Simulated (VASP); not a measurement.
# AlN (wurtzite type) (P6_3mc) in VASP: single point with PBE

Aim: the single point of AlN (wurtzite type) with PBE.

All numbers are computed with VASP 6.6.1; they aren't measurements. Logs are shortened: lines on timing, memory, paths and dates and some standing lists are left out, and cuts for length are marked.

## Step 1: The cell of the first run

Symmetry: P6_3mc, No. 186, hexagonal system. Conventional cell: a = 3.130 Å, b = 3.130 Å, c = 5.018 Å, α = 90.00°, β = 90.00°, γ = 120.00°. Within 2.5 Å of Al (site symmetry 3m) lie 4 N at 1.90 to 1.91 Å. N (site symmetry 3m) has 4 Al at 1.90 to 1.91 Å within 2.5 Å.

## Step 2: Single point, PBE

Input file INCAR:

```
ALGO = Normal ; EDIFF = 1E-6
ENCUT = 520 ; GGA = PE
ISIF = 2 ; ISMEAR = -1
LASPH = True ; LCHARG = False
LREAL = False ; LWAVE = False
NBANDS = 16 ; NELM = 60
PREC = Accurate ; SIGMA = 0.08
```

Input file KPOINTS:

```
k-points
0
Gamma
  12 12 7
```

Input file POSCAR:

```
AlN
1.0
    3.1301473170      0.0000000000      0.0000000000
   -1.5650736585      2.7107870941      0.0000000000
    0.0000000000      0.0000000000      5.0181337229
Al N
2 2
Direct
    0.3333333333      0.6666666667     -0.0027638152
    0.6666666667      0.3333333333      0.4972361848
    0.3333333333      0.6666666667      0.3787638152
    0.6666666667      0.3333333333      0.8787638152
```

Potentials or basis: VASP PAW PBE potentials, release 64 (Al, N).

Command:

```bash
$ cat potpaw_PBE.64/Al/POTCAR potpaw_PBE.64/N/POTCAR > POTCAR
$ mpirun -np 1 vasp_std > vasp.out
```

OUTCAR:

```text
EDIFF = 1E-6
   ENCUT = 520
   GGA = PE
   ISIF = 2
   ISMEAR = -1
   LASPH = True
   LREAL = False
   NELM = 60
   PREC = Accurate

 ion  position               nearest neighbor table
   1  0.333  0.667  0.997-   4 1.90   4 1.90   4 1.90   3 1.91   2 3.09   2 3.09   2 3.09   2 3.09
                             2 3.09   2 3.09
   2  0.667  0.333  0.497-   3 1.90   3 1.90   3 1.90   4 1.91   1 3.09   1 3.09   1 3.09   1 3.09
                             1 3.09   1 3.09
   3  0.333  0.667  0.379-   2 1.90   2 1.90   2 1.90   1 1.91
   4  0.667  0.333  0.879-   1 1.90   1 1.90   1 1.90   2 1.91

  LATTYP: Found a hexagonal cell.
 ALAT       =     3.1301473170
 C/A-ratio  =     1.6031621565

  Lattice vectors:

 A1 = (   3.1301473170,   0.0000000000,   0.0000000000)
 A2 = (  -1.5650736585,   2.7107870941,   0.0000000000)
 A3 = (   0.0000000000,   0.0000000000,   5.0181337229)

Analysis of symmetry for initial positions (statically):
=====================================================================
 Subroutine PRICEL returns:
 Original cell was already a primitive cell.

 Routine SETGRP: Setting up the symmetry group for a
 hexagonal supercell.

 Subroutine GETGRP returns: Found 12 space group operations
 (whereof  6 operations were pure point group operations)
 out of a pool of 24 trial point group operations.

The static configuration has the point symmetry C_3v.
 The point group associated with its full space group is C_6v.

Analysis of symmetry for dynamics (positions and initial velocities):
=====================================================================
 Subroutine PRICEL returns:
 Original cell was already a primitive cell.

 Routine SETGRP: Setting up the symmetry group for a
 hexagonal supercell.

 Subroutine GETGRP returns: Found 12 space group operations
 (whereof  6 operations were pure point group operations)
 out of a pool of 24 trial point group operations.

The dynamic configuration has the point symmetry C_3v.
 The point group associated with its full space group is C_6v.

 Subroutine INISYM returns: Found 12 space group operations
 (whereof  6 operations are pure point group operations),
 and found     1 'primitive' translations

----------------------------------------------------------------------------------------

                                     Primitive cell

  volume of cell :      42.5797

  direct lattice vectors                    reciprocal lattice vectors
     3.130147317  0.000000000  0.000000000     0.319473781  0.184448274  0.000000000
    -1.565073659  2.710787094  0.000000000     0.000000000  0.368896547  0.000000000
     0.000000000  0.000000000  5.018133723     0.000000000  0.000000000  0.199277272

  length of vectors
     3.130147317  3.130147317  5.018133723     0.368896547  0.368896547  0.199277272

  position of ions in fractional coordinates (direct lattice)
     0.333333333  0.666666667  0.997236185
     0.666666667  0.333333333  0.497236185
     0.333333333  0.666666667  0.378763815
     0.666666667  0.333333333  0.878763815

  ion indices of the primitive-cell ions
   primitive index   ion index
                 1           1
                 2           2
                 3           3
                 4           4

----------------------------------------------------------------------------------------

 KPOINTS: k-points

Automatic generation of k-mesh.
 Grid dimensions read from file:
 generate k-points for:   12   12    7

 Generating k-lattice:

  Cartesian coordinates                     Fractional coordinates (reciprocal lattice)
     0.026622815  0.015370689  0.000000000     0.083333333  0.000000000  0.000000000
     0.000000000  0.030741379  0.000000000     0.000000000  0.083333333  0.000000000
     0.000000000  0.000000000  0.028468182     0.000000000  0.000000000  0.142857143

  Length of vectors
     0.030741379  0.030741379  0.028468182

  Shift w.r.t. Gamma in fractional coordinates (k-lattice)
     0.000000000  0.000000000  0.000000000

 Subroutine IBZKPT returns following result:
 ===========================================

 Found     76 irreducible k-points:

 Following reciprocal coordinates:
            Coordinates               Weight
  0.000000  0.000000  0.000000      1.000000
  0.083333  0.000000  0.000000      6.000000
  0.166667  0.000000  0.000000      6.000000
  0.250000  0.000000  0.000000      6.000000
  0.333333  0.000000  0.000000      6.000000
  0.416667  0.000000  0.000000      6.000000
[... 16 lines left out ...]
  0.250000  0.000000  0.142857     12.000000
  0.333333  0.000000  0.142857     12.000000
 [... further k-points ...]
   k-points           NKPTS =     76   k-points in BZ     NKDIM =     76   number of bands    NBANDS=     16
   number of dos      NEDOS =    301   number of ions     NIONS =      4
   total plane-waves  NPLWV =  23040
   dimension x,y,z NGX =    24 NGY =   24 NGZ =   40
   dimension x,y,z NGXF=    48 NGYF=   48 NGZF=   80
   ions per type =               2   2
   NGX,Y,Z   is equivalent  to a cutoff of  12.75, 12.75, 13.25 a.u.
   NGXF,Y,Z  is equivalent  to a cutoff of  25.49, 25.49, 26.50 a.u.
 SYSTEM =  unknown system
   PREC   = accura    normal or accurate (medium, high low for compatibility)
   ISTART =      0    job   : 0-new  1-cont  2-samecut
   ICHARG =      2    charge: 1-file 2-atom 10-const
   ISPIN  =      1    spin polarized calculation?
   LNONCOLLINEAR =      F non collinear calculations
   LSORBIT =      F    spin-orbit coupling
   LASPH  =      T    aspherical Exc in radial PAW
   ENCUT  =  520.0 eV  38.22 Ry    6.18 a.u.   5.82  5.82  9.33*2*pi/ulx,y,z
   NELM   =     60;   NELMIN=  2; NELMDL= -5     # of ELM steps
   EDIFF  = 0.1E-05   stopping-criterion for ELM
   LREAL  =      F    real-space projection
   EDIFFG = 0.1E-04   stopping-criterion for IOM
   NSW    =      0    number of steps for IOM
   IBRION =     -1    ionic relax: 0-MD 1-quasi-New 2-CG
   NFREE  =      0    steps in history (QN), initial steepest desc. (CG)
   ISIF   =      2    stress and relaxation
   ISYM   =      2    0-nonsym 1-usesym 2-fastsym
   POTIM  = 0.5000    time-step for ionic-motion
   TEBEG  =    0.0;   TEEND  =   0.0 temperature during run
   PSTRESS=    0.0 pullay stress
   NELECT =      16.0000    total number of electrons
   NUPDOWN=      -1.0000    fix difference up-down
   EMIN   =  10.00;   EMAX   =-10.00  energy-range for DOS
   EFERMI =   0.00;   METHOD = LEGACY
   ISMEAR =    -1;   SIGMA  =   0.08  broadening in eV -4-tet -1-fermi 0-gaus
   EFERMI_NEDOS =   21; number of points for ismear=-14 and -15
   IALGO  =     38    algorithm
   IMIX   =      4    mixing-type and parameters
     AMIX     =   0.40;   BMIX     =  1.00
     AMIX_MAG =   1.60;   BMIX_MAG =  1.00
  volume/ion in A,a.u.               =      10.64        71.84
  Fermi-wavevector in a.u.,A,eV,Ry     =   1.181356  2.232439 18.988309  1.395601
  Thomas-Fermi vector in A             =   2.317631
   LORBIT       =      0    0 simple, 1 ext, 2 COOP (PROOUT), +10 PAW based schemes
   GGA     = PE    functional components
   LHFCALC =     F    Hartree Fock is set to
   AEXX    =    0.0000 exact exchange contribution
   IVDW    =     0    specifies the selected vdW correction
   LEPSILON=     F    determine dielectric tensor
   LRPA    =     F    only Hartree local field effects (RPA)
 non-spin polarized calculation
  energy-cutoff  :      520.00
  volume of cell :       42.58
 maximum number of plane-waves:      1164
 NGX is ok and might be reduce to    24
   NGX = 11   NGY = 11   NGZ = 19

 number of electron      15.9999999 magnetization

 Free energy of the ion-electron system (eV)
  ---------------------------------------------------
  ext. energy  EPLUGINS =         0.00000000
  ---------------------------------------------------
  free energy    TOTEN  =       -29.78050660 eV

  energy without entropy =      -29.78050660  energy(sigma->0) =      -29.78050660

 E-fermi :   7.5428     XC(G=0): -10.8270

 val. band max:        5.9640750797   @ k =   0.0000   0.0000   0.0000
 cond. band min:      10.0078593601   @ k =   0.0000   0.0000   0.0000
 fundamental gap:      4.0437842805
 Fermi energy:         7.5428339239

 k-point     1 :       0.0000    0.0000    0.0000
  band No.  band energies     occupation
      1      -9.1031      2.00000
      2      -7.0206      2.00000
      3       0.0587      2.00000
      4       5.1194      2.00000
      5       5.1194      2.00000
      6       5.7618      2.00000
[... 8 lines left out ...]
     15      18.9303      0.00000
     16      18.9303      0.00000

 k-point     2 :       0.0833    0.0000    0.0000
  band No.  band energies     occupation
      1      -9.0165      2.00000
      2      -6.9715      2.00000
      3       0.1626      2.00000
      4       4.7108      2.00000
      5       5.0047      2.00000
      6       5.3466      2.00000
[... 8 lines left out ...]
     15      18.9477      0.00000
     16      19.0080      0.00000

 k-point     3 :       0.1667    0.0000    0.0000
  band No.  band energies     occupation
      1      -8.7642      2.00000
      2      -6.8374      2.00000
      3       0.4687      2.00000
      4       3.7159      2.00000
      5       4.4748      2.00000
      6       4.7345      2.00000
[... 8 lines left out ...]
     15      18.1903      0.00000
     16      18.6488      0.00000

 k-point     4 :       0.2500    0.0000    0.0000
  band No.  band energies     occupation
      1      -8.3717      2.00000
      2      -6.6600      2.00000
      3       0.9584      2.00000
      4       2.5581      2.00000
      5       3.5218      2.00000
      6       4.4236      2.00000
[... 8 lines left out ...]
     15      17.8729      0.00000
     16      19.1097      0.00000

 k-point     5 :       0.3333    0.0000    0.0000
  band No.  band energies     occupation
      1      -7.8913      2.00000
      2      -6.5123      2.00000
      3       1.5088      2.00000
      4       1.6164      2.00000
      5       2.6734      2.00000
      6       4.1533      2.00000
[... 8 lines left out ...]
     15      17.8615      0.00000
     16      20.1811      0.00000

 k-point     6 :       0.4167    0.0000    0.0000
  band No.  band energies     occupation
      1      -7.4240      2.00000
      2      -6.4755      2.00000
      3       0.8347      2.00000
      4       2.0504      2.00000
      5       2.2966      2.00000
      6       3.9734      2.00000
[... 8 lines left out ...]
     15      18.3764      0.00000
     16      20.9608      0.00000
[... 267 lines left out ...]
 k-point    21 :       0.0833    0.0000    0.1429
  band No.  band energies     occupation
      1      -8.9410      2.00000
      2      -7.1163      2.00000
      3       0.4193      2.00000
      4       4.7463      2.00000
      5       5.0387      2.00000
      6       5.1102      2.00000
[... 8 lines left out ...]
     15      18.5594      0.00000
     16      18.7527      0.00000

 k-point    22 :       0.1667    0.0000    0.1429
  band No.  band energies     occupation
      1      -8.6914      2.00000
      2      -6.9695      2.00000
      3       0.6855      2.00000
      4       3.7677      2.00000
      5       4.3006      2.00000
      6       4.7759      2.00000
[... 8 lines left out ...]
     15      18.2949      0.00000
     16      18.7464      0.00000

 k-point    23 :       0.2500    0.0000    0.1429
  band No.  band energies     occupation
      1      -8.3042      2.00000
      2      -6.7704      2.00000
      3       1.0622      2.00000
      4       2.6828      2.00000
      5       3.3841      2.00000
      6       4.4717      2.00000
[... 8 lines left out ...]
     15      18.1168      0.00000
     16      19.1575      0.00000

 k-point    24 :       0.3333    0.0000    0.1429
  band No.  band energies     occupation
      1      -7.8325      2.00000
      2      -6.5922      2.00000
      3       1.1651      2.00000
      4       2.0443      2.00000
      5       2.6340      2.00000
      6       4.2058      2.00000
[... 8 lines left out ...]
     15      18.1666      0.00000
     16      20.1116      0.00000

 [... further k-points ...]
[... 5 lines left out ...]
  --------------------------------------------------------------------------------------
  -------------------------------------------------------------------------------------
  Total       -0.0701865     -0.0701865     -0.0571118      0.0000000     -0.0000000      0.0000000
  in kB       -2.6409614     -2.6409614     -2.1489864      0.0000000     -0.0000000      0.0000000
  external PRESSURE =      -2.4769697 kB  Pullay stress =       0.0000000 kB

 VOLUME and BASIS-vectors are now :
 -----------------------------------------------------------------------------
  energy-cutoff  :      520.00
  volume of cell :       42.58
      direct lattice vectors                 reciprocal lattice vectors
     3.130147317  0.000000000  0.000000000     0.319473781  0.184448274  0.000000000
    -1.565073659  2.710787094  0.000000000     0.000000000  0.368896547  0.000000000
     0.000000000  0.000000000  5.018133723     0.000000000  0.000000000  0.199277272

 POSITION                                       TOTAL-FORCE (eV/Angst)
 -----------------------------------------------------------------------------------
     -0.00000      1.80719      5.00426        -0.000000     -0.000000      0.000470
      1.56507      0.90360      2.49520        -0.000000      0.000000      0.000470
     -0.00000      1.80719      1.90069         0.000000      0.000000     -0.000470
      1.56507      0.90360      4.40975         0.000000     -0.000000     -0.000470
 -----------------------------------------------------------------------------------
    total drift:                               -0.000000     -0.000000      0.000529

  FREE ENERGIE OF THE ION-ELECTRON SYSTEM (eV)
  ---------------------------------------------------
  free  energy   TOTEN  =       -29.7805065953 eV

  energy  without entropy=      -29.7805065952  energy(sigma->0) =      -29.78050660
```

Wall time 64 s (1 thread of AMD EPYC 7R13, shared host); peak memory 0.15 GiB.

What came out:

- Free energy: -29.7805 eV
- Pressure: -0.2 GPa
- Band gap on the k mesh: 4.04 eV, direct

A k mesh can miss the band edges. PBE gaps usually lie below the measured ones, often by a third to a half.
